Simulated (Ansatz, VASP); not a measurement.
## Two plane-wave programs on MoSeS

```xyz
3
Lattice="3.1813 0.0000 0.0000 -1.5907 2.7551 0.0000 0.0000 0.0000 30.2000" Properties=species:S:1:pos:R:3 pbc="T T T"
S     1.5907    0.9184    7.0008
Mo    0.0000    1.8367    8.5196
Se    1.5907    0.9184   10.2096
```

Alike in both runs: functional LDA; k mesh 12 × 12 × 1; occupations gaussian, width 0.03 eV; no spin polarisation.

Ansatz relaxed the structure, and its values are those at the end. VASP's run is a single point on that final structure, the one shown.

|  | VASP | Ansatz |
| --- | --- | --- |
| version | VASP 6.6.1 | Ansatz 0.2.0 |
| potentials or method | VASP PAW LDA potentials, release 64 (S, Mo_sv, Se), cutoff 400 eV | scalar-relativistic, plane waves, PAW |
| valence electrons in the cell | 26 | 36 |

```tsv
	VASP	Ansatz	Ansatz less VASP
gap on the k mesh at the Fermi level (eV)	1.76	1.76	-0.004
least direct gap on the mesh (eV)	1.76	1.76	-0.004
rms of the force components (eV/Å)	0.034	0.000	-0.0339
```

Ansatz warns that its potentials were made for another functional, while VASP's fit it. LDA's correlation is that of Perdew and Zunger in VASP and of Perdew and Wang (1992) in Ansatz. VASP's potentials hold 26 valence electrons a cell and Ansatz's 36, so a difference there can come from the potentials and not from the codes. Ansatz's warnings: slab cell height set, structure snapped to symmetry, xc potential rough in thin density.
